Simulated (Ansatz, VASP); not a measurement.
## Al: VASP beside Ansatz

```
Al
1.0
    -2.62985    2.62985    1.35793
     2.62985   -2.62985    1.35793
     2.62985    2.62985   -1.35793
Al
2
Direct
  0.00000 0.00000 0.00000
  0.75000 0.25000 0.50000
```

Alike in both runs: functional PBEsol; k mesh 8 × 8 × 8; occupations gaussian, width 0.1 eV; no spin polarisation.

Ansatz relaxed the structure, and its values are those at the end. VASP's run is a single point on that final structure, the one shown.

```csv
,VASP,Ansatz
version,VASP 6.6.1,Ansatz 0.2.0
potentials or method,"VASP PAW PBE potentials, release 64 (Al), cutoff 520 eV","scalar-relativistic, plane waves, PAW"
valence electrons in the cell,6,6
```

Ansatz gave:

- gap on the k mesh at the Fermi level (eV): none
- pressure (GPa): 0.0

Problem. Which values does VASP return?

Solution. gap on the k mesh at the Fermi level (eV): none; pressure (GPa): 0.1.

VASP's potentials were made for PBE, not for PBEsol. A gap of «none» marks a metal or a gap that the smearing closes.
